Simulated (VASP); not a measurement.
**BN: single point with r2SCAN**

The system is BN.

```
B N
1.0
     0.04061    1.80481    1.80481
     1.80481    0.04061    1.80481
     1.84542    1.84542    0.00000
B N
1 1
Direct
  0.00000 0.00000 0.00000
  0.75000 0.75000 0.75000
```

This cell differs from its parent crystal: strain +0.0450 x Voigt [0, 0, 0, 0, 0, 1].

```json
{
  "Program": "VASP 6.6.1",
  "Task": "single point",
  "Functional": "r2SCAN",
  "Potentials or basis": "VASP PAW PBE potentials, release 64 (B, N)",
  "Cutoff": "520 eV",
  "k mesh": "12 × 12 × 12",
  "Occupations": "gaussian, width 0.05 eV",
  "Spin": "no spin polarisation",
  "Dipole correction": "no",
  "Further INCAR settings": "ALGO = Normal; EDIFF = 1e-06; NBANDS = 11"
}
```

```
Pressure               : 2.1 GPa
Largest force          : 0.048 eV/Å
Band gap on the k mesh : 4.76 eV, indirect (least direct gap 8.85 eV)
```

Forces on the atoms (eV/Å):
```
B    0.000  0.000 -0.048
N    0.000  0.000  0.048
```

Stress tensor (GPa, compression positive):
```
  2.48 -21.23   0.00
-21.23   2.48   0.00
  0.00   0.00   1.40
```

Levels at points of the mesh, in eV from the valence-band top:
```csv
k point,band 1,band 2,band 3,band 4,band 5,band 6,band 7,band 8
"(0.00, 0.00, 0.00)",-21.45,-0.18,-0.12,0.00,8.85,9.01,10.08,11.52
"(0.50, 0.00, 0.00)",-16.93,-11.17,-2.34,-2.25,10.21,10.91,11.67,16.40
"(0.50, 0.50, 0.00)",-15.72,-9.45,-5.64,-4.78,4.76,9.93,19.21,19.29
"(0.00, 0.00, 0.50)",-17.33,-11.28,-1.96,-1.92,10.75,11.67,11.92,16.31
"(0.50, 0.00, 0.50)",-15.70,-9.46,-5.22,-5.21,4.89,9.75,19.01,19.17
```

Wall time 98 s on 1 thread of Intel Xeon 6975P-C (shared host), peak memory 0.15 GiB.

Caveat: the cell differs from its parent crystal (strain +0.0450 x Voigt [0, 0, 0, 0, 0, 1]); the PAW data sets were made with another functional, which shifts forces and pressure a little. A k mesh can miss the band edges.
